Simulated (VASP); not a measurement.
# Pr2F (P6/mmm) in VASP: a series of runs, part 2 of 3

VASP 6.6.1. Earlier steps stand in the parts before.

### 3 Single point, PBE

This run uses another cell than the first one, of 30.83 Å³/atom.

INCAR reads:

```
SYSTEM = Pr2F
PREC     = Accurate       ! precision mode
ENCUT    = 600            ! plane-wave cutoff, eV
EDIFF    = 1E-6           ! SCF threshold, eV
ISMEAR   = 0              ! smearing method
SIGMA    = 0.1            ! smearing width, eV
LREAL    = .FALSE.        ! projectors in reciprocal space
LASPH    = .TRUE.         ! aspherical terms in the spheres
NELM     = 200            ! most SCF steps
ALGO     = Normal         ! electronic algorithm
ISIF     = 2              ! what is computed and relaxed
LWAVE    = .FALSE.        ! write WAVECAR
LCHARG   = .TRUE.         ! write CHGCAR
GGA      = PE             ! functional
LELF     = .TRUE.         ! ELF
LVHAR    = .TRUE.       
NBANDS   = 22             ! bands
GGA_COMPAT= .FALSE.      
LMAXMIX  = 6              ! l up to which the mixer works
```

KPOINTS reads:

```
regular mesh
0
G
  6 6 4
  0 0 0
```

POSCAR reads:

```
Pr2F
1.0
    3.6351673634     -0.0000000031      0.0000000000
   -1.8175836790      3.1481472853      0.0000000000
    0.0000000000      0.0000000000      8.0813030556
Pr F
2 1
Direct
    0.0000000000      0.0000000000      0.7829958248
    0.0000000000      0.0000000000      0.2170041752
    0.0000000000      0.0000000000      0.5000000000
```

Potentials or basis: VASP PAW PBE potentials, release 64 (Pr_3, F), 4f in core.

Command:

```console
cat potpaw_PBE.64/Pr_3/POTCAR potpaw_PBE.64/F/POTCAR > POTCAR
mpirun -np 1 vasp_std > vasp.out
```

OUTCAR:

```text
SYSTEM = Pr2F
   PREC = Accurate
   ENCUT = 600
   EDIFF = 1E-6
   ISMEAR = 0
   LREAL = .FALSE.
   LASPH = .TRUE.
   NELM = 200
   ISIF = 2
   GGA = PE

 ion  position               nearest neighbor table
   1  0.000  0.000  0.783-   3 2.29   2 3.51
   2  0.000  0.000  0.217-   3 2.29   1 3.51
   3  0.000  0.000  0.500-   1 2.29   2 2.29

  LATTYP: Found a hexagonal cell.
 ALAT       =     3.6351673634
 C/A-ratio  =     2.2230896814

  Lattice vectors:

 A1 = (   3.6351673634,  -0.0000000031,   0.0000000000)
 A2 = (  -1.8175836790,   3.1481472853,   0.0000000000)
 A3 = (   0.0000000000,   0.0000000000,   8.0813030556)

Analysis of symmetry for initial positions (statically):
=====================================================================
 Subroutine PRICEL returns:
 Original cell was already a primitive cell.

 Routine SETGRP: Setting up the symmetry group for a
 hexagonal supercell.

 Subroutine GETGRP returns: Found 24 space group operations
 (whereof 24 operations were pure point group operations)
 out of a pool of 24 trial point group operations.

The static configuration has the point symmetry D_6h.

Analysis of symmetry for dynamics (positions and initial velocities):
=====================================================================
 Subroutine PRICEL returns:
 Original cell was already a primitive cell.

 Routine SETGRP: Setting up the symmetry group for a
 hexagonal supercell.

 Subroutine GETGRP returns: Found 24 space group operations
 (whereof 24 operations were pure point group operations)
 out of a pool of 24 trial point group operations.

The dynamic configuration has the point symmetry D_6h.

 Subroutine INISYM returns: Found 24 space group operations
 (whereof 24 operations are pure point group operations),
 and found     1 'primitive' translations

----------------------------------------------------------------------------------------

                                     Primitive cell

  volume of cell :      92.4828

  direct lattice vectors                    reciprocal lattice vectors
     3.635167363 -0.000000003  0.000000000     0.275090498  0.158823573  0.000000000
    -1.817583679  3.148147285  0.000000000     0.000000000  0.317647146  0.000000000
     0.000000000  0.000000000  8.081303056     0.000000000  0.000000000  0.123742420

  length of vectors
     3.635167363  3.635167363  8.081303056     0.317647146  0.317647146  0.123742420

  position of ions in fractional coordinates (direct lattice)
     0.000000000  0.000000000  0.782995825
     0.000000000  0.000000000  0.217004175
     0.000000000  0.000000000  0.500000000

  ion indices of the primitive-cell ions
   primitive index   ion index
                 1           1
                 2           2
                 3           3

----------------------------------------------------------------------------------------

 KPOINTS: regular mesh

Automatic generation of k-mesh.
 Grid dimensions read from file:
 generate k-points for:    6    6    4

 Generating k-lattice:

  Cartesian coordinates                     Fractional coordinates (reciprocal lattice)
     0.045848416  0.026470595  0.000000000     0.166666667  0.000000000  0.000000000
     0.000000000  0.052941191  0.000000000     0.000000000  0.166666667  0.000000000
     0.000000000  0.000000000  0.030935605     0.000000000  0.000000000  0.250000000

  Length of vectors
     0.052941191  0.052941191  0.030935605

  Shift w.r.t. Gamma in fractional coordinates (k-lattice)
     0.000000000  0.000000000  0.000000000

 Subroutine IBZKPT returns following result:
 ===========================================

 Found     21 irreducible k-points:

 Following reciprocal coordinates:
            Coordinates               Weight
  0.000000  0.000000  0.000000      1.000000
  0.166667 -0.000000  0.000000      6.000000
  0.333333  0.000000  0.000000      6.000000
  0.500000  0.000000  0.000000      3.000000
  0.166667  0.166667  0.000000      6.000000
  0.333333  0.166667  0.000000     12.000000
[... 13 lines left out ...]
  0.333333  0.166667  0.500000     12.000000
  0.333333  0.333333  0.500000      2.000000
   k-points           NKPTS =     21   k-points in BZ     NKDIM =     21   number of bands    NBANDS=     22
   number of dos      NEDOS =    301   number of ions     NIONS =      3
   total plane-waves  NPLWV =  63000
   dimension x,y,z NGX =    30 NGY =   30 NGZ =   70
   dimension x,y,z NGXF=    60 NGYF=   60 NGZF=  140
   ions per type =               2   1
   NGX,Y,Z   is equivalent  to a cutoff of  13.72, 13.72, 14.40 a.u.
   NGXF,Y,Z  is equivalent  to a cutoff of  27.44, 27.44, 28.80 a.u.
 SYSTEM =  Pr2F
   PREC   = accura    normal or accurate (medium, high low for compatibility)
   ISTART =      0    job   : 0-new  1-cont  2-samecut
   ICHARG =      2    charge: 1-file 2-atom 10-const
   ISPIN  =      1    spin polarized calculation?
   LNONCOLLINEAR =      F non collinear calculations
   LSORBIT =      F    spin-orbit coupling
   LASPH  =      T    aspherical Exc in radial PAW
   ENCUT  =  600.0 eV  44.10 Ry    6.64 a.u.   7.26  7.26 16.14*2*pi/ulx,y,z
   NELM   =    200;   NELMIN=  2; NELMDL= -5     # of ELM steps
   EDIFF  = 0.1E-05   stopping-criterion for ELM
   LREAL  =      F    real-space projection
   EDIFFG = 0.1E-04   stopping-criterion for IOM
   NSW    =      0    number of steps for IOM
   IBRION =     -1    ionic relax: 0-MD 1-quasi-New 2-CG
   NFREE  =      0    steps in history (QN), initial steepest desc. (CG)
   ISIF   =      2    stress and relaxation
   ISYM   =      2    0-nonsym 1-usesym 2-fastsym
   POTIM  = 0.5000    time-step for ionic-motion
   TEBEG  =    0.0;   TEEND  =   0.0 temperature during run
   PSTRESS=    0.0 pullay stress
   NELECT =      29.0000    total number of electrons
   NUPDOWN=      -1.0000    fix difference up-down
   EMIN   =  10.00;   EMAX   =-10.00  energy-range for DOS
   EFERMI =   0.00;   METHOD = LEGACY
   ISMEAR =     0;   SIGMA  =   0.10  broadening in eV -4-tet -1-fermi 0-gaus
   EFERMI_NEDOS =   21; number of points for ismear=-14 and -15
   IALGO  =     38    algorithm
   IMIX   =      4    mixing-type and parameters
     AMIX     =   0.40;   BMIX     =  1.00
     AMIX_MAG =   1.60;   BMIX_MAG =  1.00
  volume/ion in A,a.u.               =      30.83       208.03
  Fermi-wavevector in a.u.,A,eV,Ry     =   1.112211  2.101774 16.830590  1.237013
  Thomas-Fermi vector in A             =   2.248783
   LORBIT       =      0    0 simple, 1 ext, 2 COOP (PROOUT), +10 PAW based schemes
   GGA     = PE    functional components
   LHFCALC =     F    Hartree Fock is set to
   AEXX    =    0.0000 exact exchange contribution
   IVDW    =     0    specifies the selected vdW correction
   LEPSILON=     F    determine dielectric tensor
   LRPA    =     F    only Hartree local field effects (RPA)
 non-spin polarized calculation
 Gauss-broadening in eV      SIGMA  =   0.10
  energy-cutoff  :      600.00
  volume of cell :       92.48
 maximum number of plane-waves:      3111
 NGX is ok and might be reduce to    30
   NGX = 15   NGY = 15   NGZ = 33

 number of electron      28.9999997 magnetization

 Free energy of the ion-electron system (eV)
  ---------------------------------------------------
  ext. energy  EPLUGINS =         0.00000000
  ---------------------------------------------------
  free energy    TOTEN  =       -15.41790825 eV

  energy without entropy =      -15.40508117  energy(sigma->0) =      -15.41149471

 E-fermi :   2.7645     XC(G=0):  -8.9030

 val. band max:        2.7491925064   @ k =   0.3333   0.3333   0.0000
 cond. band min:       2.8279947003   @ k =   0.0000   0.0000   0.0000
 fundamental gap:      0.0788021939
 Fermi energy:         2.7645032882

 k-point     1 :       0.0000    0.0000    0.0000
  band No.  band energies     occupation
      1     -33.9620      2.00000
      2     -33.9069      2.00000
      3     -22.3938      2.00000
      4     -16.0016      2.00000
      5     -15.8262      2.00000
      6     -15.3465      2.00000
[... 14 lines left out ...]
     21       6.5119      0.00000
     22       6.5119      0.00000
[... 477 lines left out ...]
  band No.  band energies     occupation
      1     -33.8251      2.00000
      2     -33.7960      2.00000
      3     -22.3286      2.00000
      4     -16.2629      2.00000
      5     -16.0278      2.00000
      6     -16.0278      2.00000
[... 14 lines left out ...]
     21       5.5091      0.00000
     22       8.1835      0.00000

------------------------ aborting loop because EDIFF is reached ----------------------------------------

  FORCE on cell =-STRESS in cart. coord.  units (eV):
  Direction    XX          YY          ZZ          XY          YZ          ZX
  --------------------------------------------------------------------------------------
  -------------------------------------------------------------------------------------
  Total       -0.0842400     -0.0842400     -0.0680791     -0.0000000      0.0000000     -0.0000000
  in kB       -1.4593782     -1.4593782     -1.1794061     -0.0000000      0.0000000     -0.0000000
  external PRESSURE =      -1.3660542 kB  Pullay stress =       0.0000000 kB

 VOLUME and BASIS-vectors are now :
 -----------------------------------------------------------------------------
  energy-cutoff  :      600.00
  volume of cell :       92.48
      direct lattice vectors                 reciprocal lattice vectors
     3.635167363 -0.000000003  0.000000000     0.275090498  0.158823573  0.000000000
    -1.817583679  3.148147285  0.000000000     0.000000000  0.317647146  0.000000000
     0.000000000  0.000000000  8.081303056     0.000000000  0.000000000  0.123742420

 POSITION                                       TOTAL-FORCE (eV/Angst)
 -----------------------------------------------------------------------------------
      0.00000      0.00000      6.32763        -0.000000      0.000000      0.010283
      0.00000      0.00000      1.75368         0.000000     -0.000000     -0.010283
      0.00000      0.00000      4.04065         0.000000      0.000000      0.000000
 -----------------------------------------------------------------------------------
    total drift:                                0.000000      0.000000      0.000000

  FREE ENERGIE OF THE ION-ELECTRON SYSTEM (eV)
  ---------------------------------------------------
  free  energy   TOTEN  =       -15.4179082523 eV

  energy  without entropy=      -15.4050811687  energy(sigma->0) =      -15.41149471
```

Run time: 50 s. Hardware: 1 thread of Intel Xeon Platinum 8488C (Sapphire Rapids), shared host; peak memory 0.25 GiB.

What came out:

```yaml
Free_energy: -15.4179 eV
Pressure: -0.1 GPa
Largest_force: 0.010 eV/Å
Band_gap_on_the_k_mesh: zero (an odd number of electrons rules out a gap without spin polarisation)
```

Forces on the atoms (eV/Å):
```
Pr   0.000  0.000  0.010
Pr   0.000  0.000 -0.010
F    0.000  0.000  0.000
```

Levels at points of the mesh, in eV from the Fermi level:
```
           k point  band 12  band 13  band 14  band 15  band 16  band 17
(0.00, 0.00, 0.00)    -5.92    -2.96    -1.82     0.06     1.52     1.52
(0.50, 0.00, 0.00)    -6.05    -1.50    -0.92    -0.69     1.20     1.58
(0.00, 0.00, 0.50)    -5.92    -2.75    -2.13     0.66     1.56     1.56
(0.50, 0.00, 0.50)    -6.04    -1.41    -1.04    -0.98     1.54     2.40
```

Caveat: spin-orbit coupling is left out, which moves the levels of the heavy elements; the 4f electrons are frozen in the core, so they carry no moment and show no levels; the run has no spin polarisation, though such a crystal can be magnetic.

### 4 Relaxation of cell and atoms, PBE

INCAR reads:

```
ALGO = Normal
EDIFF = 1E-7
EDIFFG = -0.04
ENCUT = 600
GGA = PE
GGA_COMPAT = False
IBRION = 2
ISIF = 3
ISMEAR = 0
LASPH = True
LCHARG = False
LMAXMIX = 6
LREAL = False
LWAVE = False
NELM = 200
NELMIN = 4
NSW = 90
PREC = Accurate
SIGMA = 0.1
```

KPOINTS reads:

```
k-points
0
Gamma
  6 6 4
```

POSCAR reads:

```
Pr2F
1.0
    3.3555371300      0.0000000000      0.0000000000
   -1.6777685600      2.9059803900      0.0000000000
    0.0000000000      0.0000000000      6.9516222300
Pr F
2 1
Direct
    0.0000000000      0.0000000000      0.7565577200
    0.0000000000      0.0000000000      0.2434422800
    0.0000000000      0.0000000000      0.5000000000
```

Command:

```console
cat potpaw_PBE.64/Pr_3/POTCAR potpaw_PBE.64/F/POTCAR > POTCAR
mpirun -np 1 vasp_std > vasp.out
```

It took 6.9 min on 1 thread of Intel Xeon Platinum 8488C (Sapphire Rapids), shared host; peak memory 0.22 GiB.

It converged, with:

| Item | Value |
| --- | --- |
| Free energy | -15.4012 eV |
| Relaxed volume | 30.34 Å³/atom |
| Relaxed cell | a = 3.617 Å, b = 3.617 Å, c = 8.033 Å, α = 90.00°, β = 90.00°, γ = 120.00° |
| Space group after relaxing (to 0.1 Å) | P6/mmm (No. 191) |
| Pressure after relaxing | 0.0 GPa |
| Largest force after relaxing | 0.024 eV/Å |
| Band gap on the k mesh | zero (an odd number of electrons rules out a gap without spin polarisation) |

Forces in eV/Å, atoms in the order of the input:
```
Pr   0.000  0.000 -0.024
Pr   0.000  0.000  0.024
F    0.000  0.000  0.000
```

Final structure:
```
Pr F
1.0
     3.61745    0.00000    0.00000
    -1.80872    3.13280    0.00000
     0.00000    0.00000    8.03271
Pr F
2 1
Cartesian
  0.0000 0.0000 6.3033
  0.0000 0.0000 1.7294
  0.0000 0.0000 4.0164
```

Levels at points of the mesh, in eV from the Fermi level:
```tsv
k point	band 10	band 11	band 12	band 13	band 14	band 15	band 16	band 17	band 18
(0.00, 0.00, 0.00)	-6.72	-5.92	-5.92	-2.97	-1.82	0.09	1.52	1.52	1.85
(0.50, 0.00, 0.00)	-6.65	-6.61	-6.04	-1.54	-0.94	-0.75	1.21	1.59	2.75
(0.00, 0.00, 0.50)	-6.98	-5.91	-5.91	-2.77	-2.13	0.70	1.56	1.56	1.81
(0.50, 0.00, 0.50)	-6.87	-6.59	-6.04	-1.45	-1.06	-1.05	1.56	2.44	2.44
```

Caveat: the k points lie up to 0.33 Å⁻¹ apart in the final cell, too coarse for converged energies and pressures of a metal; the volume moved by over 15 % at a fixed basis, so the end points are rough; spin-orbit coupling is left out, which moves the levels of the heavy elements; the 4f electrons are frozen in the core, so they carry no moment and show no levels; the run has no spin polarisation, though such a crystal can be magnetic. With open d or f shells a metallic result of PBE can be an artefact of self-interaction; +U or a hybrid may open a gap.

### 5 Single point, PBE

This run uses another cell than the first one, of 29.99 Å³/atom.

INCAR reads:

```
PREC = Accurate
ENCUT = 600
EDIFF = 1E-6
ISMEAR = 0
SIGMA = 0.1
LREAL = F
LASPH = T
NELM = 200
ALGO = Normal
ISIF = 2
LWAVE = F
LCHARG = F
GGA = PE
NBANDS = 22
GGA_COMPAT = F
LMAXMIX = 6
```

KPOINTS reads:

```
Automatic mesh
0
Gamma
  12 12 6
```

POSCAR reads:

```
Pr2F
1.0
    3.6038821311      0.0000000000      0.0000000000
   -1.8019410655      3.1210534778      0.0000000000
    0.0000000000      0.0000000000      7.9984819942
Pr F
2 1
Direct
    0.0000000000      0.0000000000      0.7865264974
    0.0000000000      0.0000000000      0.2134735026
    0.0000000000      0.0000000000      0.5000000000
```

Command:

```console
cat potpaw_PBE.64/Pr_3/POTCAR potpaw_PBE.64/F/POTCAR > POTCAR
mpirun -np 1 vasp_std > vasp.out
```

It took 2.4 min on 1 thread of Intel Xeon Platinum 8488C (Sapphire Rapids), shared host; peak memory 0.32 GiB.

The run converged. Its results:

```
Free energy            : -15.4699 eV
Pressure               : 0.0 GPa
Largest force          : 0.017 eV/Å
Band gap on the k mesh : zero (an odd number of electrons rules out a gap without spin polarisation)
```

Forces in eV/Å, atoms in the order of the input:
```
Pr   0.000  0.000  0.017
Pr   0.000  0.000 -0.017
F    0.000  0.000  0.000
```

Levels at points of the mesh, in eV from the Fermi level:
| k point | band 10 | band 11 | band 12 | band 13 | band 14 | band 15 | band 16 | band 17 | band 18 | band 19 |
| --- | --- | --- | --- | --- | --- | --- | --- | --- | --- | --- |
| (0.00, 0.00, 0.00) | -6.71 | -5.90 | -5.90 | -2.98 | -1.82 | 0.14 | 1.51 | 1.51 | 1.86 | 1.86 |
| (0.50, 0.00, 0.00) | -6.64 | -6.62 | -6.03 | -1.58 | -0.95 | -0.78 | 1.21 | 1.62 | 2.74 | 3.02 |
| (0.00, 0.00, 0.50) | -6.99 | -5.90 | -5.90 | -2.77 | -2.12 | 0.76 | 1.55 | 1.55 | 1.81 | 1.81 |
| (0.50, 0.00, 0.50) | -6.87 | -6.59 | -6.03 | -1.49 | -1.09 | -1.08 | 1.57 | 2.43 | 2.49 | 3.25 |

Caveat: spin-orbit coupling is left out, which moves the levels of the heavy elements; the 4f electrons are frozen in the core, so they carry no moment and show no levels; the run has no spin polarisation, though such a crystal can be magnetic. With open d or f shells a metallic result of PBE can be an artefact of self-interaction; +U or a hybrid may open a gap.

(Part 2 of 3 ends here.)

The gap in the log of VASP goes by the Fermi energy; the results here count the filled bands.